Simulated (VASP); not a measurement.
# AlAs (F-43m) in VASP: a series of runs

The runs below take AlAs through single point, with PBEsol, PBEsol+D3(BJ).

Everything below comes from runs of VASP 6.6.1. Logs are shortened: lines on timing, memory, paths and dates and some standing lists are left out, and cuts for length are marked.

## Step 1: The cell of the first run

The structure is cubic, space group F-43m (No. 216). Conventional cell: a = 5.678 Å, b = 5.678 Å, c = 5.678 Å, α = 90.00°, β = 90.00°, γ = 90.00°. Within 3.2 Å of Al (site symmetry -43m) lie 4 As at 2.46 Å. Within 3.2 Å of As (site symmetry -43m) lie 4 Al at 2.46 Å.

## Step 2: Single point, PBEsol

The input, INCAR:

```
SYSTEM = AlAs
PREC = Accurate
ENCUT = 500
EDIFF = 1E-6
ISMEAR = 1
SIGMA = 0.001
LREAL = .FALSE.
LASPH = .TRUE.
NELM = 120
ALGO = Normal
ISIF = 2
LWAVE = .FALSE.
LCHARG = .TRUE.
GGA = PS
LELF = .TRUE.
LVHAR = .TRUE.
NBANDS = 11
GGA_COMPAT = .FALSE.
```

The input, KPOINTS:

```
Automatic mesh
0
G
  6 6 6
  0 0 0
```

The input, POSCAR:

```
AlAs
1.0
    0.0000000000      2.8389251760      2.8389251760
    2.8389251760      0.0000000000      2.8389251760
    2.8389251760      2.8389251760      0.0000000000
Al As
1 1
Direct
    0.0000000000      0.0000000000      0.0000000000
    0.2500000000      0.2500000000      0.2500000000
```

Potentials or basis: VASP PAW PBE potentials, release 64 (Al, As).

Command:

```
$ cat potpaw_PBE.64/Al/POTCAR potpaw_PBE.64/As/POTCAR > POTCAR
$ mpirun -np 1 vasp_std > vasp.out
```

OUTCAR:

```text
SYSTEM = AlAs
   PREC = Accurate
   ENCUT = 500
   EDIFF = 1E-6
   ISMEAR = 1
   LREAL = .FALSE.
   LASPH = .TRUE.
   NELM = 120
   ISIF = 2
   GGA = PS

 ion  position               nearest neighbor table
   1  0.000  0.000  0.000-   2 2.46   2 2.46   2 2.46   2 2.46
   2  0.250  0.250  0.250-   1 2.46   1 2.46   1 2.46   1 2.46

  LATTYP: Found a face centered cubic cell.
 ALAT       =     5.6778503520

  Lattice vectors:

 A1 = (   0.0000000000,   2.8389251760,   2.8389251760)
 A2 = (   2.8389251760,   0.0000000000,   2.8389251760)
 A3 = (   2.8389251760,   2.8389251760,   0.0000000000)

Analysis of symmetry for initial positions (statically):
=====================================================================
 Subroutine PRICEL returns:
 Original cell was already a primitive cell.

 Routine SETGRP: Setting up the symmetry group for a
 face centered cubic supercell.

 Subroutine GETGRP returns: Found 24 space group operations
 (whereof 24 operations were pure point group operations)
 out of a pool of 48 trial point group operations.

The static configuration has the point symmetry T_d .

Analysis of symmetry for dynamics (positions and initial velocities):
=====================================================================
 Subroutine PRICEL returns:
 Original cell was already a primitive cell.

 Routine SETGRP: Setting up the symmetry group for a
 face centered cubic supercell.

 Subroutine GETGRP returns: Found 24 space group operations
 (whereof 24 operations were pure point group operations)
 out of a pool of 48 trial point group operations.

The dynamic configuration has the point symmetry T_d .

 Subroutine INISYM returns: Found 24 space group operations
 (whereof 24 operations are pure point group operations),
 and found     1 'primitive' translations

----------------------------------------------------------------------------------------

                                     Primitive cell

  volume of cell :      45.7606

  direct lattice vectors                    reciprocal lattice vectors
     0.000000000  2.838925176  2.838925176    -0.176122993  0.176122993  0.176122993
     2.838925176  0.000000000  2.838925176     0.176122993 -0.176122993  0.176122993
     2.838925176  2.838925176  0.000000000     0.176122993  0.176122993 -0.176122993

  length of vectors
     4.014846486  4.014846486  4.014846486     0.305053973  0.305053973  0.305053973

  position of ions in fractional coordinates (direct lattice)
     0.000000000  0.000000000  0.000000000
     0.250000000  0.250000000  0.250000000

  ion indices of the primitive-cell ions
   primitive index   ion index
                 1           1
                 2           2

----------------------------------------------------------------------------------------

 KPOINTS: Automatic mesh

Automatic generation of k-mesh.
 Grid dimensions read from file:
 generate k-points for:    6    6    6

 Generating k-lattice:

  Cartesian coordinates                     Fractional coordinates (reciprocal lattice)
    -0.029353832  0.029353832  0.029353832     0.166666667  0.000000000  0.000000000
     0.029353832 -0.029353832  0.029353832     0.000000000  0.166666667  0.000000000
     0.029353832  0.029353832 -0.029353832     0.000000000  0.000000000  0.166666667

  Length of vectors
     0.050842329  0.050842329  0.050842329

  Shift w.r.t. Gamma in fractional coordinates (k-lattice)
     0.000000000  0.000000000  0.000000000

 Subroutine IBZKPT returns following result:
 ===========================================

 Found     16 irreducible k-points:

 Following reciprocal coordinates:
            Coordinates               Weight
  0.000000  0.000000  0.000000      1.000000
  0.166667  0.000000  0.000000      8.000000
  0.333333  0.000000  0.000000      8.000000
  0.500000  0.000000  0.000000      4.000000
  0.166667  0.166667  0.000000      6.000000
  0.333333  0.166667  0.000000     24.000000
[... 8 lines left out ...]
 -0.333333  0.333333  0.166667     24.000000
 -0.333333  0.500000  0.166667     12.000000
   k-points           NKPTS =     16   k-points in BZ     NKDIM =     16   number of bands    NBANDS=     11
   number of dos      NEDOS =    301   number of ions     NIONS =      2
   total plane-waves  NPLWV =  27000
   dimension x,y,z NGX =    30 NGY =   30 NGZ =   30
   dimension x,y,z NGXF=    60 NGYF=   60 NGZF=   60
   ions per type =               1   1
   NGX,Y,Z   is equivalent  to a cutoff of  12.42, 12.42, 12.42 a.u.
   NGXF,Y,Z  is equivalent  to a cutoff of  24.84, 24.84, 24.84 a.u.
 SYSTEM =  AlAs
   PREC   = accura    normal or accurate (medium, high low for compatibility)
   ISTART =      0    job   : 0-new  1-cont  2-samecut
   ICHARG =      2    charge: 1-file 2-atom 10-const
   ISPIN  =      1    spin polarized calculation?
   LNONCOLLINEAR =      F non collinear calculations
   LSORBIT =      F    spin-orbit coupling
   LASPH  =      T    aspherical Exc in radial PAW
   ENCUT  =  500.0 eV  36.75 Ry    6.06 a.u.   7.32  7.32  7.32*2*pi/ulx,y,z
   NELM   =    120;   NELMIN=  2; NELMDL= -5     # of ELM steps
   EDIFF  = 0.1E-05   stopping-criterion for ELM
   LREAL  =      F    real-space projection
   EDIFFG = 0.1E-04   stopping-criterion for IOM
   NSW    =      0    number of steps for IOM
   IBRION =     -1    ionic relax: 0-MD 1-quasi-New 2-CG
   NFREE  =      0    steps in history (QN), initial steepest desc. (CG)
   ISIF   =      2    stress and relaxation
   ISYM   =      2    0-nonsym 1-usesym 2-fastsym
   POTIM  = 0.5000    time-step for ionic-motion
   TEBEG  =    0.0;   TEEND  =   0.0 temperature during run
   PSTRESS=    0.0 pullay stress
   NELECT =       8.0000    total number of electrons
   NUPDOWN=      -1.0000    fix difference up-down
   EMIN   =  10.00;   EMAX   =-10.00  energy-range for DOS
   EFERMI =   0.00;   METHOD = LEGACY
   ISMEAR =     1;   SIGMA  =   0.00  broadening in eV -4-tet -1-fermi 0-gaus
   EFERMI_NEDOS =   21; number of points for ismear=-14 and -15
   IALGO  =     38    algorithm
   IMIX   =      4    mixing-type and parameters
     AMIX     =   0.40;   BMIX     =  1.00
     AMIX_MAG =   1.60;   BMIX_MAG =  1.00
  volume/ion in A,a.u.               =      22.88       154.40
  Fermi-wavevector in a.u.,A,eV,Ry     =   0.915393  1.729842 11.400923  0.837944
  Thomas-Fermi vector in A             =   2.040129
   LORBIT       =      0    0 simple, 1 ext, 2 COOP (PROOUT), +10 PAW based schemes
   GGA     = PS    functional components
   LHFCALC =     F    Hartree Fock is set to
   AEXX    =    0.0000 exact exchange contribution
   IVDW    =     0    specifies the selected vdW correction
   LEPSILON=     F    determine dielectric tensor
   LRPA    =     F    only Hartree local field effects (RPA)
 non-spin polarized calculation
 Methfessel and Paxton  Order N= 1 SIGMA  =   0.00
  energy-cutoff  :      500.00
  volume of cell :       45.76
 maximum number of plane-waves:      1211
 NGX is ok and might be reduce to    30
   NGX = 15   NGY = 15   NGZ = 15

 number of electron       7.9999999 magnetization

 Free energy of the ion-electron system (eV)
  ---------------------------------------------------
  ext. energy  EPLUGINS =         0.00000000
  ---------------------------------------------------
  free energy    TOTEN  =       -10.05364758 eV

  energy without entropy =      -10.05364758  energy(sigma->0) =      -10.05364758

 E-fermi :   3.7619     XC(G=0):  -9.1587

 val. band max:        3.7314590233   @ k =   0.0000   0.0000   0.0000
 cond. band min:       5.0616287194   @ k =   0.5000   0.5000   0.0000
 fundamental gap:      1.3301696961
 Fermi energy:         3.7619393675

 k-point     1 :       0.0000    0.0000    0.0000
  band No.  band energies     occupation
      1      -8.1053      2.00000
      2       3.7315      2.00000
      3       3.7315      2.00000
      4       3.7315      2.00000
      5       5.6393      0.00000
      6       7.9749      0.00000
      7       7.9749      0.00000
      8       7.9749      0.00000
      9      12.3893      0.00000
     10      12.7002      0.00000
     11      12.7002      0.00000

 k-point     2 :       0.1667    0.0000    0.0000
  band No.  band energies     occupation
      1      -7.8392      2.00000
      2       1.6193      2.00000
      3       3.4696      2.00000
      4       3.4696      2.00000
      5       6.4512      0.00000
      6       8.4078      0.00000
      7       8.4078      0.00000
      8       8.8300      0.00000
      9      11.8939      0.00000
     10      11.8939      0.00000
     11      13.2731      0.00000

 k-point     3 :       0.3333    0.0000    0.0000
  band No.  band energies     occupation
      1      -7.1660      2.00000
      2      -0.7633      2.00000
      3       3.0717      2.00000
      4       3.0717      2.00000
      5       6.0025      0.00000
      6       8.5368      0.00000
      7       8.5368      0.00000
      8      11.0711      0.00000
      9      12.6981      0.00000
     10      12.6981      0.00000
     11      12.9098      0.00000

 k-point     4 :       0.5000    0.0000    0.0000
  band No.  band energies     occupation
      1      -6.6976      2.00000
      2      -1.8343      2.00000
      3       2.9113      2.00000
      4       2.9113      2.00000
      5       5.7761      0.00000
      6       8.3520      0.00000
      7       8.3520      0.00000
      8      11.2887      0.00000
      9      14.7180      0.00000
     10      15.1902      0.00000
     11      15.1902      0.00000

 k-point     5 :       0.1667    0.1667    0.0000
  band No.  band energies     occupation
      1      -7.7492      2.00000
      2       1.7072      2.00000
      3       2.9490      2.00000
      4       2.9490      2.00000
      5       6.9493      0.00000
      6       7.5546      0.00000
      7       9.2963      0.00000
      8       9.2963      0.00000
      9      10.5564      0.00000
     10      13.1849      0.00000
     11      14.2009      0.00000
[... 99 lines left out ...]
 k-point    13 :       0.5000    0.5000    0.0000
  band No.  band energies     occupation
      1      -6.1549      2.00000
      2      -1.6833      2.00000
      3       1.5638      2.00000
      4       1.5638      2.00000
      5       5.0616      0.00000
      6       5.9445      0.00000
      7      13.9413      0.00000
      8      13.9413      0.00000
      9      15.3019      0.00000
     10      16.2235      0.00000
     11      16.2235      0.00000

 k-point    14 :       0.5000    0.3333    0.1667
  band No.  band energies     occupation
      1      -6.6456      2.00000
      2      -0.9020      2.00000
      3       1.0069      2.00000
      4       2.0833      2.00000
      5       7.3109      0.00000
      6       8.1986      0.00000
      7       8.7954      0.00000
      8      11.5678      0.00000
      9      12.8897      0.00000
     10      14.3184      0.00000
     11      16.5884      0.00000

 k-point    15 :      -0.3333    0.3333    0.1667
  band No.  band energies     occupation
      1      -6.2894      2.00000
      2      -1.3783      2.00000
      3       0.5523      2.00000
      4       1.7022      2.00000
      5       7.5759      0.00000
      6       8.2281      0.00000
      7      10.3516      0.00000
      8      11.0397      0.00000
      9      11.9906      0.00000
     10      15.0892      0.00000
     11      16.4107      0.00000

 k-point    16 :      -0.3333    0.5000    0.1667
  band No.  band energies     occupation
      1      -6.1310      2.00000
      2      -1.4437      2.00000
      3       0.7920      2.00000
      4       1.0364      2.00000
      5       6.8051      0.00000
      6       7.7690      0.00000
      7      10.7523      0.00000
      8      11.4633      0.00000
      9      14.1948      0.00000
     10      15.9517      0.00000
     11      16.1616      0.00000

------------------------ aborting loop because EDIFF is reached ----------------------------------------

  FORCE on cell =-STRESS in cart. coord.  units (eV):
  Direction    XX          YY          ZZ          XY          YZ          ZX
  --------------------------------------------------------------------------------------
  -------------------------------------------------------------------------------------
  Total        0.0467623      0.0467623      0.0467623      0.0000000      0.0000000      0.0000000
  in kB        1.6372469      1.6372469      1.6372469      0.0000000      0.0000000      0.0000000
  external PRESSURE =       1.6372469 kB  Pullay stress =       0.0000000 kB

 VOLUME and BASIS-vectors are now :
 -----------------------------------------------------------------------------
  energy-cutoff  :      500.00
  volume of cell :       45.76
      direct lattice vectors                 reciprocal lattice vectors
     0.000000000  2.838925176  2.838925176    -0.176122993  0.176122993  0.176122993
     2.838925176  0.000000000  2.838925176     0.176122993 -0.176122993  0.176122993
     2.838925176  2.838925176  0.000000000     0.176122993  0.176122993 -0.176122993

 POSITION                                       TOTAL-FORCE (eV/Angst)
 -----------------------------------------------------------------------------------
      0.00000      0.00000      0.00000        -0.000000     -0.000000     -0.000000
      1.41946      1.41946      1.41946         0.000000      0.000000      0.000000
 -----------------------------------------------------------------------------------
    total drift:                               -0.000000     -0.000000     -0.000000

  FREE ENERGIE OF THE ION-ELECTRON SYSTEM (eV)
  ---------------------------------------------------
  free  energy   TOTEN  =       -10.0536475804 eV

  energy  without entropy=      -10.0536475804  energy(sigma->0) =      -10.05364758
```

It took 9.3 s on 1 thread of Intel Xeon Platinum 8488C (Sapphire Rapids), shared host; peak memory 0.16 GiB.

Results:

```yaml
Free_energy: -10.0536 eV
Pressure: 0.2 GPa
Band_gap_on_the_k_mesh: 1.33 eV (least direct gap 1.91 eV)
```

Levels at points of the mesh, in eV from the valence-band top:
```csv
k point,band 2,band 3,band 4,band 5,band 6,band 7
"(0.00, 0.00, 0.00)",0.00,0.00,0.00,1.91,4.24,4.24
"(0.50, 0.00, 0.00)",-5.57,-0.82,-0.82,2.04,4.62,4.62
"(0.50, 0.50, 0.00)",-5.41,-2.17,-2.17,1.33,2.21,10.21
```

Caveat: the PAW data sets were made with another functional, which shifts forces and pressure a little.

## Step 3: Single point, PBEsol+D3(BJ)

The input, INCAR:

```
  PREC = Accurate
  ENCUT = 500
  EDIFF = 1E-6
  ISMEAR = 0
  SIGMA = 0.01
  LREAL = False
  LASPH = True
  NELM = 120
  ALGO = Normal
  ISIF = 2
  LWAVE = False
  LCHARG = False
  GGA = PS
  IVDW = 12
  NBANDS = 11
  GGA_COMPAT = False
```

The input, KPOINTS:

```
regular mesh
0
Gamma
  6 6 6
```

POSCAR is that of step 2.

Potentials or basis: VASP PAW PBE potentials, release 64 (Al, As).

Command:

```
$ cat potpaw_PBE.64/Al/POTCAR potpaw_PBE.64/As/POTCAR > POTCAR
$ mpirun -np 1 vasp_std > vasp.out
```

Run time: 11 s. Hardware: 1 thread of Intel Xeon Platinum 8488C (Sapphire Rapids), shared host; peak memory 0.17 GiB.

The run converged. Its results:

| Quantity | Value |
| --- | --- |
| Free energy | -10.6234 eV |
| Pressure | -1.8 GPa |
| Band gap on the k mesh | 1.33 eV (least direct gap 1.91 eV) |
| Dispersion energy per atom | -0.285 eV |

Levels at points of the mesh, in eV from the valence-band top:
```csv
k point,band 1,band 2,band 3,band 4,band 5,band 6,band 7,band 8,band 9
"(0.00, 0.00, 0.00)",-11.84,0.00,0.00,0.00,1.91,4.24,4.24,4.24,8.66
"(0.50, 0.00, 0.00)",-10.43,-5.57,-0.82,-0.82,2.04,4.62,4.62,7.56,10.99
"(0.50, 0.50, 0.00)",-9.89,-5.41,-2.17,-2.17,1.33,2.21,10.21,10.21,11.57
```

Caveat: the PAW data sets were made with another functional, which shifts forces and pressure a little.

## Step 4: Single point, PBEsol

The input, INCAR:

```
  PREC = Accurate
  ENCUT = 500
  EDIFF = 1E-6
  ISMEAR = 0
  SIGMA = 0.05
  LREAL = F
  LASPH = T
  NELM = 120
  ALGO = Normal
  ISIF = 2
  LWAVE = F
  LCHARG = F
  GGA = PS
  NBANDS = 11
  GGA_COMPAT = F
```

The input, KPOINTS:

```
Automatic mesh
0
Gamma
  6 6 6
```

POSCAR is that of step 3.

Command:

```
$ cat potpaw_PBE.64/Al/POTCAR potpaw_PBE.64/As/POTCAR > POTCAR
$ mpirun -np 1 vasp_std > vasp.out
```

It took 8 s on 1 thread of Intel Xeon Platinum 8488C (Sapphire Rapids), shared host; peak memory 0.16 GiB.

The run converged. Its results:

| Property | Result |
| --- | --- |
| Free energy | -10.0536 eV |
| Pressure | 0.2 GPa |
| Band gap on the k mesh | 1.33 eV (least direct gap 1.91 eV) |

Levels at points of the mesh, in eV from the valence-band top:
```
           k point  band 1  band 2  band 3  band 4  band 5  band 6  band 7  band 8
(0.00, 0.00, 0.00)  -11.84    0.00    0.00    0.00    1.91    4.24    4.24    4.24
(0.50, 0.00, 0.00)  -10.43   -5.57   -0.82   -0.82    2.04    4.62    4.62    7.56
(0.50, 0.50, 0.00)   -9.89   -5.41   -2.17   -2.17    1.33    2.21   10.21   10.21
```

Caveat: the PAW data sets were made with another functional, which shifts forces and pressure a little.

## Step 5: The runs side by side

| level | smearing | gap on the mesh (eV) | pressure (GPa) |
| --- | --- | --- | --- |
| PBEsol | methfessel-paxton 0.001 eV | 1.33 | 0.2 |
| PBEsol+D3(BJ) | gaussian 0.01 eV | 1.33 | -1.8 |
| PBEsol | gaussian 0.05 eV | 1.33 | 0.2 |

Alike in all rows: task single point; potentials or basis VASP PAW PBE potentials, release 64 (Al, As); no spin polarisation; cell as given; k mesh 6 × 6 × 6; cutoff (eV) 500.

The pressure there spans -1.8 GPa (PBEsol+D3(BJ)) to 0.2 GPa (PBEsol); a positive pressure means that this level wants a larger cell, a negative one a smaller.

Caveats: the PAW data sets were made with another functional, which shifts forces and pressure a little.

Total energies depend on the potentials used, so only differences within one code and one set of settings carry meaning.
